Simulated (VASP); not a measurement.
# NaH (P1) in VASP: a series of runs, part 3 of 3

VASP 6.6.1. The steps go on from the part before.

## Step 6: Single point, r2SCAN

This run uses another cell than the first one, of 14.00 Å³/atom.

File POSCAR:

```
NaH
1.0
    0.0000000000      4.8200580000      4.8200580000
    4.8200580000      0.0000000000      4.8200580000
    4.8200580000      4.8200580000      0.0000000000
Na H
8 8
Direct
   -0.0404047005     -0.0427652530      0.1081043008
    0.0100941731      0.0601083016      0.4690349162
    0.0113722698      0.4971241010      0.0099897138
    0.0556021318      0.5483926749      0.4580528906
    0.4972427718     -0.0221053357     -0.0096098429
    0.5345864095     -0.0804758988      0.5407475387
    0.5363330690      0.4315814250      0.0334727300
    0.4754582829      0.5236139275      0.4714240990
    0.2318518781      0.2644701578      0.2559335386
    0.2579708584      0.2204719321      0.7530194657
    0.3122813045      0.6683415428      0.2930510380
    0.3258780289      0.7203199630      0.7767240560
    0.8065612488      0.2321621441      0.2139928607
    0.7883671732      0.2874472672      0.7060550931
    0.8393104398      0.6993550700      0.2639476537
    0.6876288626      0.7236381803      0.7942124348
```

File INCAR.step1:

```
PREC     = Accurate       # precision mode
ENCUT    = 520            # plane-wave cutoff, eV
ISMEAR   = -1             # smearing method
SIGMA    = 0.19           # smearing width, eV
LREAL    = Auto         
LASPH    = True           # aspherical terms in the spheres
NELM     = 60             # most SCF steps
NBANDS   = 46             # bands
GGA      = PE             # functional
ALGO     = Normal         # electronic algorithm
EDIFF    = 1E-4           # SCF threshold, eV
LWAVE    = True           # write WAVECAR
LCHARG   = False          # write CHGCAR
```

File INCAR.step2:

```
PREC     = Accurate       # precision mode
ENCUT    = 520            # plane-wave cutoff, eV
EDIFF    = 1E-6           # SCF threshold, eV
ISMEAR   = -1             # smearing method
SIGMA    = 0.19           # smearing width, eV
LREAL    = Auto         
LASPH    = True           # aspherical terms in the spheres
NELM     = 60             # most SCF steps
ALGO     = Normal         # electronic algorithm
ISIF     = 2              # what is computed and relaxed
LWAVE    = False          # write WAVECAR
LCHARG   = False          # write CHGCAR
METAGGA  = R2SCAN         # meta-GGA
LMIXTAU  = True         
NBANDS   = 46             # bands
ISTART   = 1
```

File KPOINTS:

```
Automatic mesh
0
Gamma
  2 2 2
```

Potentials or basis: VASP PAW PBE potentials, release 64 (Na_pv, H).

Run with:

```
$ cat potpaw_PBE.64/Na_pv/POTCAR potpaw_PBE.64/H/POTCAR > POTCAR
$ cp INCAR.step1 INCAR
$ mpirun -np 1 vasp_std > vasp.out
$ cp INCAR.step2 INCAR
$ mpirun -np 1 vasp_std > vasp.out
```

OUTCAR:

```text
PREC = Accurate
   ENCUT = 520
   EDIFF = 1E-6
   ISMEAR = -1
   LREAL = Auto
   LASPH = True
   NELM = 60
   ISIF = 2
   METAGGA = R2SCAN
   ISTART = 1

 ion  position               nearest neighbor table
   1  0.960  0.957  0.108-   4 2.64
   2  0.010  0.060  0.469-
   3  0.011  0.497  0.010-
   4  0.056  0.548  0.458-   1 2.64
   5  0.497  0.978  0.990-
   6  0.535  0.920  0.541-
   7  0.536  0.432  0.033-
   8  0.475  0.524  0.471-  11 1.66
   9  0.232  0.264  0.256-
  10  0.258  0.220  0.753-
  11  0.312  0.668  0.293-   8 1.66
  12  0.326  0.720  0.777-
  13  0.807  0.232  0.214-
  14  0.788  0.287  0.706-
  15  0.839  0.699  0.264-
  16  0.688  0.724  0.794-

  LATTYP: Found a face centered cubic cell.
 ALAT       =     9.6401160000

  Lattice vectors:

 A1 = (   0.0000000000,   4.8200580000,   4.8200580000)
 A2 = (   4.8200580000,   0.0000000000,   4.8200580000)
 A3 = (   4.8200580000,   4.8200580000,   0.0000000000)

Analysis of symmetry for initial positions (statically):
=====================================================================
 Subroutine PRICEL returns:
 Original cell was already a primitive cell.

 Routine SETGRP: Setting up the symmetry group for a
 face centered cubic supercell.

 Subroutine GETGRP returns: Found  1 space group operations
 (whereof  1 operations were pure point group operations)
 out of a pool of 48 trial point group operations.

The static configuration has the point symmetry C_1 .

Analysis of symmetry for dynamics (positions and initial velocities):
=====================================================================
 Subroutine PRICEL returns:
 Original cell was already a primitive cell.

 Routine SETGRP: Setting up the symmetry group for a
 face centered cubic supercell.

 Subroutine GETGRP returns: Found  1 space group operations
 (whereof  1 operations were pure point group operations)
 out of a pool of 48 trial point group operations.

The dynamic configuration has the point symmetry C_1 .

 Subroutine INISYM returns: Found  1 space group operations
 (whereof  1 operations are pure point group operations),
 and found     1 'primitive' translations

----------------------------------------------------------------------------------------

                                     Primitive cell

  volume of cell :     223.9684

  direct lattice vectors                    reciprocal lattice vectors
     0.000000000  4.820058000  4.820058000    -0.103733192  0.103733192  0.103733192
     4.820058000  0.000000000  4.820058000     0.103733192 -0.103733192  0.103733192
     4.820058000  4.820058000  0.000000000     0.103733192  0.103733192 -0.103733192

  length of vectors
     6.816591395  6.816591395  6.816591395     0.179671158  0.179671158  0.179671158

  position of ions in fractional coordinates (direct lattice)
     0.959595300  0.957234747  0.108104301
     0.010094173  0.060108302  0.469034916
[... 56 lines left out ...]
 ===========================================

 Found      8 irreducible k-points:

 Following reciprocal coordinates:
            Coordinates               Weight
  0.000000  0.000000  0.000000      1.000000
  0.500000  0.000000  0.000000      1.000000
  0.000000  0.500000  0.000000      1.000000
  0.000000  0.000000  0.500000      1.000000
  0.500000  0.500000  0.500000      1.000000
  0.500000  0.500000  0.000000      1.000000
  0.000000  0.500000  0.500000      1.000000
  0.500000  0.000000  0.500000      1.000000
   k-points           NKPTS =      8   k-points in BZ     NKDIM =      8   number of bands    NBANDS=     46
   number of dos      NEDOS =    301   number of ions     NIONS =     16
   total plane-waves  NPLWV = 157464
   dimension x,y,z NGX =    54 NGY =   54 NGZ =   54
   dimension x,y,z NGXF=   108 NGYF=  108 NGZF=  108
   ions per type =               8   8
   NGX,Y,Z   is equivalent  to a cutoff of  13.17, 13.17, 13.17 a.u.
   NGXF,Y,Z  is equivalent  to a cutoff of  26.34, 26.34, 26.34 a.u.
 SYSTEM =  unknown system
   PREC   = accura    normal or accurate (medium, high low for compatibility)
   ISTART =      1    job   : 0-new  1-cont  2-samecut
   ICHARG =      0    charge: 1-file 2-atom 10-const
   ISPIN  =      1    spin polarized calculation?
   LNONCOLLINEAR =      F non collinear calculations
   LSORBIT =      F    spin-orbit coupling
   LASPH  =      T    aspherical Exc in radial PAW
   ENCUT  =  520.0 eV  38.22 Ry    6.18 a.u.  12.67 12.67 12.67*2*pi/ulx,y,z
   NELM   =     60;   NELMIN=  2; NELMDL=  0     # of ELM steps
   EDIFF  = 0.1E-05   stopping-criterion for ELM
   LREAL  =      T    real-space projection
   EDIFFG = 0.1E-04   stopping-criterion for IOM
   NSW    =      0    number of steps for IOM
   IBRION =     -1    ionic relax: 0-MD 1-quasi-New 2-CG
   NFREE  =      0    steps in history (QN), initial steepest desc. (CG)
   ISIF   =      2    stress and relaxation
   ISYM   =      2    0-nonsym 1-usesym 2-fastsym
   POTIM  = 0.5000    time-step for ionic-motion
   TEBEG  =    0.0;   TEEND  =   0.0 temperature during run
   PSTRESS=    0.0 pullay stress
   NELECT =      64.0000    total number of electrons
   NUPDOWN=      -1.0000    fix difference up-down
   EMIN   =  10.00;   EMAX   =-10.00  energy-range for DOS
   EFERMI =   0.00;   METHOD = LEGACY
   ISMEAR =    -1;   SIGMA  =   0.19  broadening in eV -4-tet -1-fermi 0-gaus
   EFERMI_NEDOS =   21; number of points for ismear=-14 and -15
   IALGO  =     38    algorithm
   IMIX   =      4    mixing-type and parameters
     AMIX     =   0.40;   BMIX     =  1.00
     AMIX_MAG =   1.60;   BMIX_MAG =  1.00
  volume/ion in A,a.u.               =      14.00        94.46
  Fermi-wavevector in a.u.,A,eV,Ry     =   1.078299  2.037690 15.819887  1.162729
  Thomas-Fermi vector in A             =   2.214234
   LORBIT       =      0    0 simple, 1 ext, 2 COOP (PROOUT), +10 PAW based schemes
   METAGGA = R2SCAN    functional components
   LHFCALC =     F    Hartree Fock is set to
   AEXX    =    0.0000 exact exchange contribution
   IVDW    =     0    specifies the selected vdW correction
   LEPSILON=     F    determine dielectric tensor
   LRPA    =     F    only Hartree local field effects (RPA)
 non-spin polarized calculation
  energy-cutoff  :      520.00
  volume of cell :      223.97
 maximum number of plane-waves:      6062
 NGX is ok and might be reduce to    54
   NGX = 25   NGY = 25   NGZ = 25

 number of electron      64.0000006 magnetization

 Free energy of the ion-electron system (eV)
  ---------------------------------------------------
  ext. energy  EPLUGINS =         0.00000000
  ---------------------------------------------------
  free energy    TOTEN  =       -57.60191780 eV

  energy without entropy =      -57.60153619  energy(sigma->0) =      -57.60172699

 E-fermi :   0.8972     XC(G=0):  -8.1104

 val. band max:       -0.9270997102   @ k =   0.0000   0.5000   0.5000
 cond. band min:       2.4809906800   @ k =   0.0000   0.0000   0.0000
 fundamental gap:      3.4080903901
 Fermi energy:         0.8971507946

 k-point     1 :       0.0000    0.0000    0.0000
  band No.  band energies     occupation
      1     -24.7459      2.00000
      2     -24.7292      2.00000
      3     -24.7185      2.00000
      4     -24.6956      2.00000
      5     -24.6563      2.00000
      6     -24.6516      2.00000
[... 365 lines left out ...]
     43       6.7324      0.00000
     44       6.9063      0.00000
 [bands above 44 left out]

------------------------ aborting loop because EDIFF is reached ----------------------------------------

  FORCE on cell =-STRESS in cart. coord.  units (eV):
  Direction    XX          YY          ZZ          XY          YZ          ZX
  --------------------------------------------------------------------------------------
  -------------------------------------------------------------------------------------
  Total        1.3669541      7.1171494      5.0733141      0.0748924      0.4177625      0.3590941
  in kB        9.7786236     50.9131393     36.2923884      0.5357493      2.9884998      2.5688104
  external PRESSURE =      32.3280504 kB  Pullay stress =       0.0000000 kB

 VOLUME and BASIS-vectors are now :
 -----------------------------------------------------------------------------
  energy-cutoff  :      520.00
  volume of cell :      223.97
      direct lattice vectors                 reciprocal lattice vectors
     0.000000000  4.820058000  4.820058000    -0.103733192  0.103733192  0.103733192
     4.820058000  0.000000000  4.820058000     0.103733192 -0.103733192  0.103733192
     4.820058000  4.820058000  0.000000000     0.103733192  0.103733192 -0.103733192

 POSITION                                       TOTAL-FORCE (eV/Angst)
 -----------------------------------------------------------------------------------
      5.13500      5.14637      9.23923        -1.228466     -0.642323      1.666971
      2.55050      2.30943      0.33838         0.492536      0.426777     -0.288521
      2.44432      0.10297      2.45098        -0.277118     -0.135695      0.206245
      4.85113      2.47585      2.91129        -0.122739      0.691488     -2.143594
      9.48725      7.17048      7.11025         0.097880     -0.177906      0.195218
      7.03859      5.18317      7.00890         0.433229     -0.628414      0.190080
[... 8 lines left out ...]
      4.64317      5.31777      7.41646         0.173012     -0.880031     -0.860491
      7.31613      7.14256      6.80239        -0.075255      0.929444      0.883179
 -----------------------------------------------------------------------------------
    total drift:                                0.001323      0.018544     -0.020152

  FREE ENERGIE OF THE ION-ELECTRON SYSTEM (eV)
  ---------------------------------------------------
  free  energy   TOTEN  =       -57.6019177951 eV

  energy  without entropy=      -57.6015361897  energy(sigma->0) =      -57.60172699
```

Wall time 7.2 min (1 thread of Intel Xeon Platinum 8488C (Sapphire Rapids), shared host); peak memory 0.43 GiB.

What came out:

| Quantity | Value |
| --- | --- |
| Free energy | -57.6019 eV |
| Pressure | 3.2 GPa |
| Largest force | 3.394 eV/Å |
| Band gap on the k mesh | 3.41 eV (least direct gap 3.55 eV) |

Forces on the atoms (eV/Å):
```
Na  -1.228 -0.642  1.667
Na   0.493  0.427 -0.289
Na  -0.277 -0.136  0.206
Na  -0.123  0.691 -2.144
Na   0.098 -0.178  0.195
Na   0.433 -0.628  0.190
Na  -0.197 -0.563  0.226
Na   0.251  3.380  0.166
H   -0.539  0.399  0.378
H    0.176  0.079  0.319
H    0.138 -2.475  0.912
H   -0.053 -0.663 -0.998
H    0.791  0.178 -0.240
H   -0.061  0.081 -0.613
H    0.173 -0.880 -0.860
H   -0.075  0.929  0.883
```

Stress tensor (GPa, compression positive):
```
0.98 0.05 0.26
0.05 5.09 0.30
0.26 0.30 3.63
```

Caveat: the k points lie up to 0.56 Å⁻¹ apart; the atoms stand as in a frame of molecular dynamics; the PAW data sets were made with another functional, which shifts forces and pressure a little.

## Step 7: The runs side by side

```tsv
level	cell	smearing	gap on the mesh (eV)	pressure (GPa)	largest force (eV/Å)
PBE	a = 6.781 Å, angles 60.0°, 16 atoms, atomic positions A	fermi-dirac 0.026 eV	3.73	0.8	0.43
PBE	a = 6.781 Å, angles 60.0°, 16 atoms, atomic positions B	fermi-dirac 0.026 eV	3.66	0.8	0.50
r2SCAN	a = 6.790 Å, angles 60.0°, 16 atoms, atomic positions C	fermi-dirac 0.19 eV	3.73	2.6	2.07
r2SCAN	a = 6.805 Å, angles 60.0°, 16 atoms, atomic positions D	fermi-dirac 0.19 eV	3.73	1.7	1.47
r2SCAN	a = 6.817 Å, angles 60.0°, 16 atoms, atomic positions E	fermi-dirac 0.19 eV	3.41	3.2	3.39
```

Alike in all rows: task single point; potentials or basis VASP PAW PBE potentials, release 64 (Na_pv, H); no spin polarisation; k mesh 2 × 2 × 2; cutoff (eV) 520.

Caveats: all runs use coarse meshes; the atoms stand as in a frame of molecular dynamics; the PAW data sets were made with another functional, which shifts forces and pressure a little (at least some runs).

Total energies depend on the potentials used, so only differences within one code and one set of settings carry meaning.
